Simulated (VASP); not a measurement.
Write the native input for VASP 6.6.1 that does the following.

```yaml
Task: single point
Functional: PBE
Potentials_or_basis: VASP PAW PBE potentials, release 64 (Nb_sv)
Cutoff: 500 eV
k_mesh: 11 × 11 × 11
Occupations: gaussian, width 0.025 eV
Spin: collinear spin, ferromagnetic start
Starting_moments: "[0.1] μB"
Dipole_correction: no
Further_INCAR_settings: ALGO = Normal; EDIFF = 1e-06; NBANDS = 16
```

The structure of Nb lies in POSCAR:

```
Nb
1.0
    3.0687861212      0.0000000000      0.0000000000
    1.5343930606      2.6576467397      0.0000000000
    1.5343930606      0.8858822466      2.5056533756
Nb
1
Direct
    0.0000000000      0.0000000000      0.0000000000
```

The input as run:

INCAR

```
PREC = Accurate
ENCUT = 500
EDIFF = 1E-6
ISMEAR = 0
SIGMA = 0.025
LREAL = F
LASPH = T
NELM = 200
ALGO = Normal
ISIF = 2
LWAVE = F
LCHARG = F
ISPIN = 2
MAGMOM = 0.1
LORBIT = 11
LMAXMIX = 4
GGA = PE
NBANDS = 16
GGA_COMPAT = F
```

KPOINTS

```
Automatic mesh
0
Gamma
  11 11 11
```

Potentials or basis: VASP PAW PBE potentials, release 64 (Nb_sv).

The run is started by

```bash
$ cat potpaw_PBE.64/Nb_sv/POTCAR > POTCAR
$ mpirun -np 1 vasp_std > vasp.out
```

It gave:

```json
{"Pressure": "-12.6 GPa", "Net moment": "0.02 μB per cell", "Valence electrons inside the program's atomic spheres": "Nb 10.54"}
```

Wall time 24 s on 1 thread of Intel Xeon 6975P-C (shared host), peak memory 0.16 GiB.
